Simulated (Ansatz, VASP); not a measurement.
# Al3BN2: VASP beside Ansatz

```
Al B N
1.0
    -2.70636    2.70636    3.18393
     2.70636   -2.70636    3.18393
     2.70636    2.70636   -3.18393
Al B N
3 1 2
Cartesian
  0.0000 2.7064 0.0000
  2.7064 0.0000 0.0000
  0.0000 0.0000 0.0000
  0.0000 0.0000 3.1839
  0.0000 0.0000 1.8482
  0.0000 0.0000 4.5196
```

Alike in both runs: task single point; functional PBE; k mesh 4 × 4 × 4; occupations gaussian, width 0.1 eV; collinear spin.

|  | VASP | Ansatz |
| --- | --- | --- |
| version | VASP 6.6.1 | Ansatz 0.2.0 |
| potentials or method | VASP PAW PBE potentials, release 64 (Al, B, N), cutoff 520 eV | scalar-relativistic, plane waves, PAW |
| valence electrons in the cell | 22 | 22 |

Ansatz gave:

```
gap on the k mesh at the Fermi level (eV)                     : none
pressure (GPa)                                                : 0.1
traceless stress, the component that is largest in VASP (GPa) : -0.49
rms of the force components (eV/Å)                            : 0.047
net moment per atom (μB)                                      : 0.00
```

Estimate VASP's values.

gap on the k mesh at the Fermi level (eV): none; pressure (GPa): 0.0; traceless stress, the component that is largest in VASP (GPa): -0.59; rms of the force components (eV/Å): 0.046; net moment per atom (μB): 0.00.

Atom by atom the forces differ by 0.001 eV/Å (rms over components). A gap of «none» marks a metal or a gap that the smearing closes. Ansatz's warnings: seeded moment not kept.

The k mesh is coarse, so the values compare programs but aren't converged.
